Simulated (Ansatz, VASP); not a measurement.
**ZnO in VASP and in Ansatz**

```xyz
2
Lattice="0.0000 2.1694 2.0610 2.1694 0.0000 2.0610 2.1694 2.1694 0.0000" Properties=species:S:1:pos:R:3 pbc="T T T"
Zn    0.0000    0.0000    0.0000
O     2.1694    2.1694    2.0610
```

Change from the starting cell: strain +0.000 along x and y, -0.050 along z, atoms carried along.

Alike in both runs: task single point; functional LDA; k mesh 12 × 12 × 12; occupations gaussian, width 0.05 eV; no spin polarisation.

```csv
,VASP,Ansatz
version,VASP 6.6.1,Ansatz 0.2.0
potentials or method,"VASP PAW LDA potentials, release 64 (Zn, O), cutoff 520 eV","scalar-relativistic, plane waves, PAW"
valence electrons in the cell,18,18
```

Ansatz gave:

```
gap on the k mesh at the Fermi level (eV)                     : 0.81
least direct gap on the mesh (eV)                             : 2.28
pressure (GPa)                                                : -6.3
traceless stress, the component that is largest in VASP (GPa) : 2.79
```

Q: Estimate VASP's values.

A: gap on the k mesh at the Fermi level (eV): 0.81; least direct gap on the mesh (eV): 2.27; pressure (GPa): -5.0; traceless stress, the component that is largest in VASP (GPa): 3.16.

LDA's correlation is that of Perdew and Zunger in VASP and of Perdew and Wang (1992) in Ansatz.
